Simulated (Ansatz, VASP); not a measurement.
## One calculation of AlGa3As4, two programs

```xyz
8
Lattice="-2.8702 2.8702 5.7409 2.8702 -2.8702 5.7409 2.8702 2.8702 -5.7409" Properties=species:S:1:pos:R:3 pbc="T T T"
Al    0.0000    0.0000    5.7409
Ga    0.0000    0.0000    0.0000
Ga    2.8702    0.0000    2.8704
Ga    0.0000    2.8702    2.8704
As    1.4319    1.4319    7.1720
As    1.4383    1.4383    1.4312
As    1.4319   -1.4319    4.3097
As   -1.4319    1.4319    4.3097
```

Alike in both runs: functional PBE; k mesh 10 × 10 × 10; occupations gaussian, width 0.02 eV; no spin polarisation.

Ansatz relaxed the structure, and its values are those at the end. VASP's run is a single point on that final structure, the one shown.

|  | VASP | Ansatz |
| --- | --- | --- |
| version | VASP 6.6.1 | Ansatz 0.2.0 |
| potentials or method | VASP PAW PBE potentials, release 64 (Al, Ga_d, As), cutoff 520 eV | scalar-relativistic, plane waves, PAW |
| valence electrons in the cell | 62 | 102 |

Ansatz gave:

- gap on the k mesh at the Fermi level (eV): 0.57
- least direct gap on the mesh (eV): 0.57
- pressure (GPa): 0.0

Question: What did VASP give for the same quantities?

Answer: gap on the k mesh at the Fermi level (eV): 0.57; least direct gap on the mesh (eV): 0.57; pressure (GPa): 0.2.

VASP's potentials hold 62 valence electrons a cell and Ansatz's 102, so a difference there can come from the potentials and not from the codes.
